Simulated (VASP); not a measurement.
Crystal: NaF.

```
Na F
1.0
     0.00000    2.31362    2.31362
     2.31362    0.00000    2.31362
     2.31362    2.31362    0.00000
Na F
1 1
Direct
  0.00000 0.00000 0.00000
  0.50000 0.50000 0.50000
```

Base run:

| Quantity | Value |
| --- | --- |
| Program | VASP 6.6.1 |
| Functional | PBE |
| Potentials or basis | VASP PAW PBE potentials, release 64 (Na_pv, F) |
| Cutoff | 600 eV |
| k mesh | 7 × 7 × 7 |
| Occupations | fermi-dirac, width 0.0893 eV |
| Spin | no spin polarisation |

Its results: band gap on the k mesh 6.33 eV, direct; pressure 2.1 GPa.

Q: The run is repeated on the same cell with these changes: dispersion from none to D3(BJ). What comes out?

A: Band gap on the k mesh 6.33 eV, direct; pressure -0.2 GPa.

Dispersion adds attraction, which lowers the pressure at fixed volume and, as a term added to the energy, leaves the levels alone.

Caveats: three body term missing (some runs).

